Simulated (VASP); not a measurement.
Write the native input for VASP 6.6.1 that does the following.

```yaml
Task: single point
Functional: r2SCAN
Potentials_or_basis: VASP PAW PBE potentials, release 64 (La, Pd)
Cutoff: 520 eV
k_mesh: 8 × 8 × 8
Occupations: fermi-dirac, width 0.1 eV
Spin: no spin polarisation
Dipole_correction: no
Further_INCAR_settings: ALGO = Normal; EDIFF = 1e-06; NBANDS = 28
```

LaPd3:

```
La Pd
1.0
     4.28557    0.00000    0.00000
     0.00000    4.28557    0.00000
     0.00000    0.00000    4.28557
La Pd
1 3
Direct
  0.00000 0.00000 0.00000
  0.00000 0.50000 0.50000
  0.50000 0.00000 0.50000
  0.50000 0.50000 0.00000
```

One way to write it, as run:

POSCAR

```
LaPd3
1.0
    4.2855700000      0.0000000000      0.0000000000
    0.0000000000      4.2855700000      0.0000000000
    0.0000000000      0.0000000000      4.2855700000
La Pd
1 3
Direct
    0.0000000000      0.0000000000      0.0000000000
    0.0000000000      0.5000000000      0.5000000000
    0.5000000000      0.0000000000      0.5000000000
    0.5000000000      0.5000000000      0.0000000000
```

INCAR.step1

```
SYSTEM = LaPd3
ALGO = Normal
EDIFF = 1E-4
ENCUT = 520
GGA = PE
ISMEAR = -1
LASPH = .True.
LCHARG = .False.
LREAL = .False.
LWAVE = .True.
NBANDS = 28
NELM = 80
PREC = Accurate
SIGMA = 0.1
```

INCAR.step2

```
SYSTEM = LaPd3
ALGO = Normal
EDIFF = 1E-6
ENCUT = 520
ISIF = 2
ISMEAR = -1
ISTART = 1
LASPH = .True.
LCHARG = .False.
LMIXTAU = .True.
LREAL = .False.
LWAVE = .False.
METAGGA = R2SCAN
NBANDS = 28
NELM = 80
PREC = Accurate
SIGMA = 0.1
```

KPOINTS

```
k-points
0
Gamma
  8 8 8
  0 0 0
```

Potentials or basis: VASP PAW PBE potentials, release 64 (La, Pd).

Launch:

```sh
$ cat potpaw_PBE.64/La/POTCAR potpaw_PBE.64/Pd/POTCAR > POTCAR
$ cp INCAR.step1 INCAR
$ mpirun -np 1 vasp_std > vasp.out
$ cp INCAR.step2 INCAR
$ mpirun -np 1 vasp_std > vasp.out
```

Results of the run:

* Pressure: -6.0 GPa

Caveat: the PAW data sets were made with another functional, which shifts forces and pressure a little.

Run time: 88 s on 1 thread of Intel(R) Xeon(R) 6975P-C (Granite Rapids), on a shared host, peak memory 0.24 GiB.
